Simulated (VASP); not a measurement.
Here is a VASP 6.6.1 calculation.

The input INCAR:

```
SYSTEM = Ge
PREC     = Accurate       ! precision mode
ENCUT    = 520            ! plane-wave cutoff, eV
EDIFF    = 1E-6           ! SCF threshold, eV
ISMEAR   = -1             ! smearing method
SIGMA    = 0.05           ! smearing width, eV
LREAL    = .FALSE.        ! projectors in reciprocal space
LASPH    = .TRUE.         ! aspherical terms in the spheres
NELM     = 80             ! most SCF steps
ALGO     = Normal         ! electronic algorithm
ISIF     = 2              ! what is computed and relaxed
LWAVE    = .FALSE.        ! write WAVECAR
LCHARG   = .FALSE.        ! write CHGCAR
GGA      = PS             ! functional
NBANDS   = 36             ! bands
```

The input KPOINTS:

```
Automatic mesh
0
G
  8 8 4
  0 0 0
```

POSCAR

```
Ge
1.0
    3.9707555995      0.0000000000      0.0000000000
   -1.9853777998      3.4387752215      0.0000000000
    0.0000000000      0.0000000000      6.5550854883
Ge
4
Direct
    0.3333333333      0.6666666667      0.9370987500
    0.6666666667      0.3333333333      0.4370987500
    0.3333333333      0.6666666667      0.5629012500
    0.6666666667      0.3333333333      0.0629012500
```

Potentials or basis: VASP PAW PBE potentials, release 64 (Ge_d).

The run is started by

```bash
$ cat potpaw_PBE.64/Ge_d/POTCAR > POTCAR
$ mpirun -np 1 vasp_std > vasp.out
```

Question: Estimate the pressure.

Answer: 1.2 GPa.

Question: What does it give for the band gap on the k mesh?

Answer: Zero (filled and empty bands overlap).

Forces on the atoms (eV/Å):
```
Ge   0.000  0.000 -0.007
Ge   0.000  0.000 -0.007
Ge   0.000  0.000  0.007
Ge   0.000  0.000  0.007
```

Caveat: the PAW data sets were made with another functional, which shifts forces and pressure a little.
